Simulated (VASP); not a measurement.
Wanted: the native input for a VASP 6.6.1 run.

* Task: single point
* Functional: PBEsol
* Potentials or basis: VASP PAW PBE potentials, release 64 (Pb_d, S)
* Cutoff: 520 eV
* k mesh: 8 × 8 × 8
* Occupations: fermi-dirac, width 0.06 eV
* Spin: no spin polarisation
* Dipole correction: no
* Further INCAR settings: ALGO = Normal; EDIFF = 1e-07; NBANDS = 17

The structure of PbS lies in POSCAR:

```
PbS
1.0
    0.0000000000      2.9451000000      2.9451000000
    2.9451000000      0.0000000000      2.9451000000
    2.9451000000      2.9451000000      0.0000000000
Pb S
1 1
Direct
    0.0000000000      0.0000000000      0.0000000000
    0.5000000000      0.5000000000      0.5000000000
```

One way to write it, as run:

INCAR

```
SYSTEM = PbS
ALGO = Normal
EDIFF = 1E-7
ENCUT = 520
GGA = PS
ISIF = 2
ISMEAR = -1
LASPH = .TRUE.
LCHARG = .FALSE.
LREAL = .FALSE.
LWAVE = .FALSE.
NBANDS = 17
NELM = 60
PREC = Accurate
SIGMA = 0.06
```

KPOINTS

```
k-points
0
G
  8 8 8
  0 0 0
```

Potentials or basis: VASP PAW PBE potentials, release 64 (Pb_d, S).

Run with:

```console
$ cat potpaw_PBE.64/Pb_d/POTCAR potpaw_PBE.64/S/POTCAR > POTCAR
$ mpirun -np 1 vasp_std > vasp.out
```

It gave:

- Pressure: 0.3 GPa
- Band gap on the k mesh: 0.18 eV, direct

Caveat: the PAW data sets were made with another functional, which shifts forces and pressure a little; spin-orbit coupling is left out, which moves the levels of the heavy elements.

Run time: 9.5 s on 1 thread of Intel(R) Xeon(R) 6975P-C (Granite Rapids), on a shared host, peak memory 0.18 GiB.
